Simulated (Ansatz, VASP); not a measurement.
**LaScF: VASP beside Ansatz**

```
La Sc F
1.0
     3.35623    0.00000    0.00000
     0.00000    3.35623    0.00000
     0.00000    0.00000    5.55749
La Sc F
1 1 1
Direct
  0.00000 0.00000 0.84330
  0.50000 0.50000 0.34341
  0.00000 0.00000 0.34303
```

Alike in both runs: functional PBE; k mesh 4 × 4 × 4; occupations gaussian, width 0.1 eV; no spin polarisation.

Ansatz relaxed the structure, and its values are those at the end. VASP's run is a single point on that final structure, the one shown.

|  | VASP | Ansatz |
| --- | --- | --- |
| version | VASP 6.6.1 | Ansatz 0.2.0 |
| potentials or method | VASP PAW PBE potentials, release 64 (La, Sc_sv, F), cutoff 520 eV | scalar-relativistic, plane waves, PAW |
| valence electrons in the cell | 29 | 29 |

Ansatz gave:

```
gap on the k mesh at the Fermi level (eV) : none
pressure (GPa)                            : 0.0
```

Question: Which values does VASP return?

Answer: gap on the k mesh at the Fermi level (eV): none; pressure (GPa): 0.1.

A gap of «none» marks a metal or a gap that the smearing closes. The functional is the same, so the differences come from potentials, cutoffs and numerics.

The k mesh is coarse, so the values compare programs but aren't converged. Spin-orbit coupling is off throughout.
